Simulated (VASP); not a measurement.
Input of a VASP 6.6.1 run:

The input INCAR:

```
SYSTEM = CaF
PREC = Accurate
ENCUT = 600
EDIFF = 1E-6
ISMEAR = 0
SIGMA = 0.1
LREAL = .FALSE.
LASPH = .TRUE.
NELM = 120
ALGO = Normal
ISIF = 2
LWAVE = .FALSE.
LCHARG = .FALSE.
GGA = PE
NBANDS = 16
GGA_COMPAT = .FALSE.
```

File KPOINTS:

```
regular mesh
0
G
  6 6 6
  0 0 0
```

The input POSCAR:

```
CaF
1.0
    0.0000000000      2.6916516700      2.6916516700
    2.6916516700      0.0000000000      2.6916516700
    2.6916516700      2.6916516700      0.0000000000
Ca F
1 1
Direct
    0.5000000000      0.5000000000      0.5000000000
    0.0000000000      0.0000000000      0.0000000000
```

Potentials or basis: VASP PAW PBE potentials, release 64 (Ca_sv, F).

Run with:

```console
$ cat potpaw_PBE.64/Ca_sv/POTCAR potpaw_PBE.64/F/POTCAR > POTCAR
$ mpirun -np 1 vasp_std > vasp.out
```

Estimate the pressure.

-1.9 GPa.

Caveat: an odd number of electrons without spin polarisation forces a metal; a magnetic or distorted state may lie lower.
